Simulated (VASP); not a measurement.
Input of a VASP 6.6.1 run:

Contents of POSCAR:

```
Se
1.0
    4.5274325221      0.0000000000      0.0000000000
   -2.2637162611      3.9208715781      0.0000000000
    0.0000000000      0.0000000000      4.9037988574
Se
3
Direct
    0.2161703733      0.0000000000      0.8333333333
    0.0000000000      0.2161703733      0.1666666667
    0.7838296267      0.7838296267      0.5000000000
```

Contents of INCAR.step1:

```
PREC     = Accurate       # precision mode
ENCUT    = 520            # plane-wave cutoff, eV
EDIFF    = 1E-5           # SCF threshold, eV
ISMEAR   = 0              # smearing method
SIGMA    = 0.05           # smearing width, eV
LREAL    = False          # projectors in reciprocal space
LASPH    = True           # aspherical terms in the spheres
NELM     = 100            # most SCF steps
ALGO     = Normal         # electronic algorithm
ISIF     = 2              # what is computed and relaxed
LWAVE    = True           # write WAVECAR
LCHARG   = False          # write CHGCAR
NBANDS   = 16             # bands
GGA      = PE             # functional
```

INCAR.step2

```
PREC     = Accurate       # precision mode
ENCUT    = 520            # plane-wave cutoff, eV
EDIFF    = 1E-7           # SCF threshold, eV
ISMEAR   = 0              # smearing method
SIGMA    = 0.05           # smearing width, eV
LREAL    = False          # projectors in reciprocal space
LASPH    = True           # aspherical terms in the spheres
NELM     = 100            # most SCF steps
ALGO     = Normal         # electronic algorithm
ISIF     = 2              # what is computed and relaxed
LWAVE    = False          # write WAVECAR
LCHARG   = False          # write CHGCAR
GGA      = PE             # functional
LHFCALC  = True           # exact exchange
HFSCREEN = 0.2079         # screening, 1/A
PRECFOCK = Normal       
NBANDS   = 16             # bands
ISTART   = 1
```

File KPOINTS:

```
Automatic mesh
0
Gamma
  4 4 4
```

Potentials or basis: VASP PAW PBE potentials, release 64 (Se).

The run is started by

```console
$ cat potpaw_PBE.64/Se/POTCAR > POTCAR
$ cp INCAR.step1 INCAR
$ mpirun -np 1 vasp_std > vasp.out
$ cp INCAR.step2 INCAR
$ mpirun -np 1 vasp_std > vasp.out
```

Problem. Predict the pressure.

Solution. 0.6 GPa.

Problem. Estimate the band gap on the k mesh.

Solution. 2.15 eV (least direct gap 2.54 eV).

Problem. What does it give for the largest force?

Solution. 0.043 eV/Å.

Forces on the atoms (eV/Å):
```
Se  -0.043  0.000  0.000
Se   0.022 -0.037  0.000
Se   0.022  0.037  0.000
```

Caveat: the PAW data sets were made with another functional, which shifts forces and pressure a little. A k mesh can miss the band edges.
